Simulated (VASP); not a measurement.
# TiCo (Pm-3m) in VASP: further runs

Aim: see how the results for TiCo move with the level of theory and the settings. Levels: BLYP, PBEsol. Tasks: single point, relaxation of cell and atoms.

Program: VASP 6.6.1. These are calculated values, not measurements. Logs are shortened: lines on timing, memory, paths and dates and some standing lists are left out, and cuts for length are marked.

## 1. The cell of the first run

It takes space group Pm-3m (No. 221, cubic). Conventional cell: a = 3.016 Å, b = 3.016 Å, c = 3.016 Å, α = 90.00°, β = 90.00°, γ = 90.00°. Within 3.4 Å of Co (site symmetry m-3m) lie 8 Ti at 2.61 Å and 6 Co at 3.02 Å. Within 3.4 Å of Ti (site symmetry m-3m) lie 8 Co at 2.61 Å and 6 Ti at 3.02 Å.

## 2. Single point, BLYP, collinear spin, ferromagnetic start

File INCAR:

```
SYSTEM = TiCo
  PREC = Accurate
  ENCUT = 520
  EDIFF = 1E-7
  ISMEAR = -1
  SIGMA = 0.05
  LREAL = .FALSE.
  LASPH = .TRUE.
  NELM = 150
  ALGO = Normal
  ISIF = 2
  LWAVE = .FALSE.
  LCHARG = .FALSE.
  ISPIN = 2
  MAGMOM = 2 1
  LORBIT = 11
  LMAXMIX = 4
  GGA = B5
  ALDAX = 1.0
  AGGAX = 1.0
  AGGAC = 1.0
  ALDAC = 0.0
  NBANDS = 22
```

File KPOINTS:

```
regular mesh
0
G
  9 9 9
  0 0 0
```

File POSCAR:

```
TiCo
1.0
    3.0155321614      0.0000000000      0.0000000000
    0.0000000000      3.0155321614      0.0000000000
    0.0000000000      0.0000000000      3.0155321614
Co Ti
1 1
Direct
    0.5000000000      0.5000000000      0.5000000000
    0.0000000000      0.0000000000      0.0000000000
```

Potentials or basis: VASP PAW PBE potentials, release 64 (Co, Ti_sv).

Started as:

```bash
$ cat potpaw_PBE.64/Co/POTCAR potpaw_PBE.64/Ti_sv/POTCAR > POTCAR
$ mpirun -np 1 vasp_std > vasp.out
```

OUTCAR:

```text
SYSTEM = TiCo
   PREC = Accurate
   ENCUT = 520
   EDIFF = 1E-7
   ISMEAR = -1
   LREAL = .FALSE.
   LASPH = .TRUE.
   NELM = 150
   ISIF = 2
   ISPIN = 2
   LORBIT = 11
   GGA = B5

 ion  position               nearest neighbor table
   1  0.500  0.500  0.500-   2 2.61   2 2.61   2 2.61   2 2.61   2 2.61   2 2.61   2 2.61   2 2.61

   2  0.000  0.000  0.000-   1 2.61   1 2.61   1 2.61   1 2.61   1 2.61   1 2.61   1 2.61   1 2.61

  LATTYP: Found a simple cubic cell.
 ALAT       =     3.0155321614

  Lattice vectors:

 A1 = (   3.0155321614,   0.0000000000,   0.0000000000)
 A2 = (   0.0000000000,   3.0155321614,   0.0000000000)
 A3 = (   0.0000000000,   0.0000000000,   3.0155321614)

Analysis of symmetry for initial positions (statically):
=====================================================================
 Subroutine PRICEL returns:
 Original cell was already a primitive cell.

 Routine SETGRP: Setting up the symmetry group for a
 simple cubic supercell.

 Subroutine GETGRP returns: Found 48 space group operations
 (whereof 48 operations were pure point group operations)
 out of a pool of 48 trial point group operations.

The static configuration has the point symmetry O_h .

Analysis of symmetry for dynamics (positions and initial velocities):
=====================================================================
 Subroutine PRICEL returns:
 Original cell was already a primitive cell.

 Routine SETGRP: Setting up the symmetry group for a
 simple cubic supercell.

 Subroutine GETGRP returns: Found 48 space group operations
 (whereof 48 operations were pure point group operations)
 out of a pool of 48 trial point group operations.

The dynamic configuration has the point symmetry O_h .

Analysis of structural, dynamic, and magnetic symmetry:
=====================================================================
 Subroutine PRICEL returns:
 Original cell was already a primitive cell.

 Routine SETGRP: Setting up the symmetry group for a
 simple cubic supercell.

 Subroutine GETGRP returns: Found 48 space group operations
 (whereof 48 operations were pure point group operations)
 out of a pool of 48 trial point group operations.

The overall configuration has the point symmetry O_h .

 Subroutine INISYM returns: Found 48 space group operations
 (whereof 48 operations are pure point group operations),
 and found     1 'primitive' translations

----------------------------------------------------------------------------------------

                                     Primitive cell

  volume of cell :      27.4215

  direct lattice vectors                    reciprocal lattice vectors
     3.015532161  0.000000000  0.000000000     0.331616427  0.000000000  0.000000000
     0.000000000  3.015532161  0.000000000     0.000000000  0.331616427  0.000000000
     0.000000000  0.000000000  3.015532161     0.000000000  0.000000000  0.331616427

  length of vectors
     3.015532161  3.015532161  3.015532161     0.331616427  0.331616427  0.331616427

  position of ions in fractional coordinates (direct lattice)
     0.500000000  0.500000000  0.500000000
     0.000000000  0.000000000  0.000000000

  ion indices of the primitive-cell ions
   primitive index   ion index
                 1           1
                 2           2

----------------------------------------------------------------------------------------

 KPOINTS: regular mesh

Automatic generation of k-mesh.
 Grid dimensions read from file:
 generate k-points for:    9    9    9

 Generating k-lattice:

  Cartesian coordinates                     Fractional coordinates (reciprocal lattice)
     0.036846270  0.000000000  0.000000000     0.111111111  0.000000000  0.000000000
     0.000000000  0.036846270  0.000000000     0.000000000  0.111111111  0.000000000
     0.000000000  0.000000000  0.036846270     0.000000000  0.000000000  0.111111111

  Length of vectors
     0.036846270  0.036846270  0.036846270

  Shift w.r.t. Gamma in fractional coordinates (k-lattice)
     0.000000000  0.000000000  0.000000000

 Subroutine IBZKPT returns following result:
 ===========================================

 Found     35 irreducible k-points:

 Following reciprocal coordinates:
            Coordinates               Weight
  0.000000  0.000000  0.000000      1.000000
  0.111111  0.000000  0.000000      6.000000
  0.222222  0.000000  0.000000      6.000000
  0.333333  0.000000  0.000000      6.000000
  0.444444  0.000000  0.000000      6.000000
  0.111111  0.111111  0.000000     12.000000
[... 16 lines left out ...]
  0.333333  0.333333  0.111111     24.000000
  0.444444  0.333333  0.111111     48.000000
 [... further k-points ...]
   k-points           NKPTS =     35   k-points in BZ     NKDIM =     35   number of bands    NBANDS=     22
   number of dos      NEDOS =    301   number of ions     NIONS =      2
   total plane-waves  NPLWV =  13824
   dimension x,y,z NGX =    24 NGY =   24 NGZ =   24
   dimension x,y,z NGXF=    48 NGYF=   48 NGZF=   48
   ions per type =               1   1
   NGX,Y,Z   is equivalent  to a cutoff of  13.23, 13.23, 13.23 a.u.
   NGXF,Y,Z  is equivalent  to a cutoff of  26.46, 26.46, 26.46 a.u.
 SYSTEM =  TiCo
   PREC   = accura    normal or accurate (medium, high low for compatibility)
   ISTART =      0    job   : 0-new  1-cont  2-samecut
   ICHARG =      2    charge: 1-file 2-atom 10-const
   ISPIN  =      2    spin polarized calculation?
   LNONCOLLINEAR =      F non collinear calculations
   LSORBIT =      F    spin-orbit coupling
   LASPH  =      T    aspherical Exc in radial PAW
   ENCUT  =  520.0 eV  38.22 Ry    6.18 a.u.   5.61  5.61  5.61*2*pi/ulx,y,z
   NELM   =    150;   NELMIN=  2; NELMDL= -5     # of ELM steps
   EDIFF  = 0.1E-06   stopping-criterion for ELM
   LREAL  =      F    real-space projection
   EDIFFG = 0.1E-05   stopping-criterion for IOM
   NSW    =      0    number of steps for IOM
   IBRION =     -1    ionic relax: 0-MD 1-quasi-New 2-CG
   NFREE  =      0    steps in history (QN), initial steepest desc. (CG)
   ISIF   =      2    stress and relaxation
   ISYM   =      2    0-nonsym 1-usesym 2-fastsym
   POTIM  = 0.5000    time-step for ionic-motion
   TEBEG  =    0.0;   TEEND  =   0.0 temperature during run
   PSTRESS=    0.0 pullay stress
   NELECT =      21.0000    total number of electrons
   NUPDOWN=      -1.0000    fix difference up-down
   EMIN   =  10.00;   EMAX   =-10.00  energy-range for DOS
   EFERMI =   0.00;   METHOD = LEGACY
   ISMEAR =    -1;   SIGMA  =   0.05  broadening in eV -4-tet -1-fermi 0-gaus
   EFERMI_NEDOS =   21; number of points for ismear=-14 and -15
   IALGO  =     38    algorithm
   IMIX   =      4    mixing-type and parameters
     AMIX     =   0.40;   BMIX     =  1.00
     AMIX_MAG =   1.60;   BMIX_MAG =  1.00
  volume/ion in A,a.u.               =      13.71        92.52
  Fermi-wavevector in a.u.,A,eV,Ry     =   1.497789  2.830411 30.522927  2.243372
  Thomas-Fermi vector in A             =   2.609632
   LORBIT       =     11    0 simple, 1 ext, 2 COOP (PROOUT), +10 PAW based schemes
   GGA     = B5    functional components
   LHFCALC =     F    Hartree Fock is set to
   AEXX    =    0.0000 exact exchange contribution
   IVDW    =     0    specifies the selected vdW correction
   LEPSILON=     F    determine dielectric tensor
   LRPA    =     F    only Hartree local field effects (RPA)
 spin polarized calculation
  energy-cutoff  :      520.00
  volume of cell :       27.42
 maximum number of plane-waves:       748
 NGX is ok and might be reduce to    24
   NGX = 11   NGY = 11   NGZ = 11

 number of electron      20.9999992 magnetization       0.8004641

 Free energy of the ion-electron system (eV)
  ---------------------------------------------------
  ext. energy  EPLUGINS =         0.00000000
  ---------------------------------------------------
  free energy    TOTEN  =       -13.68072611 eV

  energy without entropy =      -13.66228759  energy(sigma->0) =      -13.67150685

 E-fermi :  10.0466     XC(G=0): -11.8466

 val. band max:       10.0310339234   @ k =   0.3333   0.2222   0.0000
 cond. band min:      10.0488861350   @ k =   0.3333   0.3333   0.1111
 fundamental gap:      0.0178522116
 Fermi energy:        10.0465950012

 spin component 1

 k-point     1 :       0.0000    0.0000    0.0000
  band No.  band energies     occupation
      1     -47.0020      1.00000
      2     -23.2704      1.00000
      3     -23.2704      1.00000
      4     -23.2704      1.00000
      5       2.6401      1.00000
      6       6.0830      1.00000
[... 14 lines left out ...]
     21      28.6359      0.00000
     22      30.9764      0.00000

 k-point     2 :       0.1111    0.0000    0.0000
  band No.  band energies     occupation
      1     -46.9987      1.00000
      2     -23.3021      1.00000
      3     -23.2681      1.00000
      4     -23.2681      1.00000
      5       2.8768      1.00000
      6       6.1745      1.00000
[... 542 lines left out ...]
 k-point    24 :       0.4444    0.3333    0.1111
  band No.  band energies     occupation
      1     -46.9524      1.00000
      2     -23.4952      1.00000
      3     -23.4332      1.00000
      4     -23.2617      1.00000
      5       5.9538      1.00000
      6       6.5443      1.00000
[... 14 lines left out ...]
     21      26.6338      0.00000
     22      29.5409      0.00000

 [... further k-points ...]

 spin component 2

 k-point     1 :       0.0000    0.0000    0.0000
  band No.  band energies     occupation
      1     -46.9976      1.00000
      2     -23.2664      1.00000
      3     -23.2664      1.00000
      4     -23.2664      1.00000
      5       2.6401      1.00000
      6       6.6929      1.00000
[... 14 lines left out ...]
     21      28.7801      0.00000
     22      30.8853      0.00000

 k-point     2 :       0.1111    0.0000    0.0000
  band No.  band energies     occupation
      1     -46.9943      1.00000
      2     -23.2983      1.00000
      3     -23.2640      1.00000
      4     -23.2640      1.00000
      5       2.8771      1.00000
      6       6.7970      1.00000
[... 542 lines left out ...]
 k-point    24 :       0.4444    0.3333    0.1111
  band No.  band energies     occupation
      1     -46.9477      1.00000
      2     -23.4932      1.00000
      3     -23.4307      1.00000
      4     -23.2578      1.00000
      5       6.2371      1.00000
      6       6.8139      1.00000
[... 14 lines left out ...]
     21      26.6723      0.00000
     22      29.5335      0.00000

 [... further k-points ...]
[... 5 lines left out ...]
  --------------------------------------------------------------------------------------
  -------------------------------------------------------------------------------------
  Total       -0.0425017     -0.0425017     -0.0425017      0.0000000     -0.0000000      0.0000000
  in kB       -2.4832763     -2.4832763     -2.4832763      0.0000000     -0.0000000      0.0000000
  external PRESSURE =      -2.4832763 kB  Pullay stress =       0.0000000 kB

 VOLUME and BASIS-vectors are now :
 -----------------------------------------------------------------------------
  energy-cutoff  :      520.00
  volume of cell :       27.42
      direct lattice vectors                 reciprocal lattice vectors
     3.015532161  0.000000000  0.000000000     0.331616427  0.000000000  0.000000000
     0.000000000  3.015532161  0.000000000     0.000000000  0.331616427  0.000000000
     0.000000000  0.000000000  3.015532161     0.000000000  0.000000000  0.331616427

 POSITION                                       TOTAL-FORCE (eV/Angst)
 -----------------------------------------------------------------------------------
      1.50777      1.50777      1.50777         0.000000      0.000000      0.000000
      0.00000      0.00000      0.00000         0.000000      0.000000      0.000000
 -----------------------------------------------------------------------------------
    total drift:                                0.000000      0.000000     -0.000000

  FREE ENERGIE OF THE ION-ELECTRON SYSTEM (eV)
  ---------------------------------------------------
  free  energy   TOTEN  =       -13.6807261125 eV

  energy  without entropy=      -13.6622875870  energy(sigma->0) =      -13.67150685

 total charge

# of ion       s       p       d       tot
------------------------------------------
    1        0.517   0.424   7.343   8.284
    2        2.239   6.161   1.895  10.295
--------------------------------------------------
tot          2.756   6.585   9.238  18.579

 magnetization (x)

# of ion       s       p       d       tot
------------------------------------------
    1        0.023  -0.006   0.841   0.859
    2       -0.002  -0.012   0.001  -0.013
--------------------------------------------------
tot          0.021  -0.018   0.843   0.846
```

Wall time 24 s (1 thread of Intel Xeon 6975P-C (Granite Rapids), shared host); peak memory 0.17 GiB.

Results:

- Free energy: -13.6807 eV
- Pressure: -0.2 GPa
- Net moment: 0.80 μB per cell
- Site moments: Co +0.86; Ti -0.01 μB
- Valence electrons inside the program's atomic spheres: Co 8.28; Ti 10.29

Levels at points of the mesh, in eV from the Fermi level:
Spin up:
```
           k point  band 8  band 9  band 10  band 11  band 12  band 13  band 14  band 15
(0.00, 0.00, 0.00)   -1.83   -1.83    -1.83     0.44     0.44     2.43     2.43     2.43
```
Spin down:
```csv
k point,band 8,band 9,band 10,band 11,band 12,band 13
"(0.00, 0.00, 0.00)",-1.35,-1.35,-1.35,0.94,0.94,2.54
```

Caveat: the PAW data sets were made with another functional, which shifts forces and pressure a little.

## 3. Relaxation of cell and atoms, BLYP, collinear spin, ferromagnetic start

This run uses another cell than the first one, of 13.31 Å³/atom, 0.971 times its volume.

File INCAR:

```
AGGAC = 1.0
AGGAX = 1.0
ALDAC = 0.0
ALDAX = 1.0
ALGO = Normal
EDIFF = 1E-6
EDIFFG = -0.005
ENCUT = 600
GGA = B5
IBRION = 2
ISIF = 3
ISMEAR = -1
ISPIN = 2
LASPH = T
LCHARG = F
LMAXMIX = 4
LORBIT = 11
LREAL = F
LWAVE = F
MAGMOM = 2 1
NELM = 150
NSW = 80
PREC = Accurate
SIGMA = 0.05
```

File KPOINTS:

```
k-points
0
Gamma
  9 9 9
```

File POSCAR:

```
TiCo
1.0
    2.9861109900      0.0000000000      0.0000000000
    0.0000000000      2.9861109900      0.0000000000
    0.0000000000      0.0000000000      2.9861109900
Co Ti
1 1
Direct
    0.5000000000      0.5000000000      0.5000000000
    0.0000000000      0.0000000000      0.0000000000
```

Potentials or basis: VASP PAW PBE potentials, release 64 (Co, Ti_sv).

Started as:

```bash
$ cat potpaw_PBE.64/Co/POTCAR potpaw_PBE.64/Ti_sv/POTCAR > POTCAR
$ mpirun -np 1 vasp_std > vasp.out
```

It took 52 s on 1 thread of Intel Xeon 6975P-C (Granite Rapids), shared host; peak memory 0.17 GiB.

The run converged. Its results:

```
Free energy                                           : -13.6805 eV
Relaxed volume                                        : 13.69 Å³/atom
Relaxed cell                                          : a = 3.014 Å, b = 3.014 Å, c = 3.014 Å, α = 90.00°, β = 90.00°, γ = 90.00°
Space group after relaxing (to 0.05 Å)                : Pm-3m (No. 221)
Energy gained by relaxing                             : 5.0 meV/atom
Ionic steps                                           : 3
Pressure after relaxing                               : -0.1 GPa
Net moment                                            : 0.80 μB per cell
Site moments                                          : Co +0.85; Ti -0.01 μB
Valence electrons inside the program's atomic spheres : Co 8.29; Ti 10.30
```

Step by step:
```
step  energy change (eV)  largest force (eV/Å)  pressure (GPa)  volume (Å³)
   1              0.0000                0.0000            4.35        26.63
   2             -0.0028                0.0000           -3.13        28.04
   3             -0.0100                0.0000           -0.05        27.37
```

Final structure:
```yaml
crystal:
  lattice:
    - [3.01368, 0.00000, 0.00000]
    - [0.00000, 3.01368, 0.00000]
    - [0.00000, 0.00000, 3.01368]
  atoms:
    - { symbol: Co, position: [0.50000, 0.50000, 0.50000] }
    - { symbol: Ti, position: [0.00000, 0.00000, 0.00000] }
```

Levels at points of the mesh, in eV from the Fermi level:
Spin up:
```
           k point  band 7  band 8  band 9  band 10  band 11  band 12  band 13  band 14  band 15  band 16
(0.00, 0.00, 0.00)   -3.97   -1.83   -1.83    -1.83     0.44     0.44     2.44     2.44     2.44     8.80
```
Spin down:
| k point | band 8 | band 9 | band 10 | band 11 | band 12 | band 13 |
| --- | --- | --- | --- | --- | --- | --- |
| (0.00, 0.00, 0.00) | -1.35 | -1.35 | -1.35 | 0.94 | 0.94 | 2.54 |

Caveat: the PAW data sets were made with another functional, which shifts forces and pressure a little.

[end of part 1 of 2]
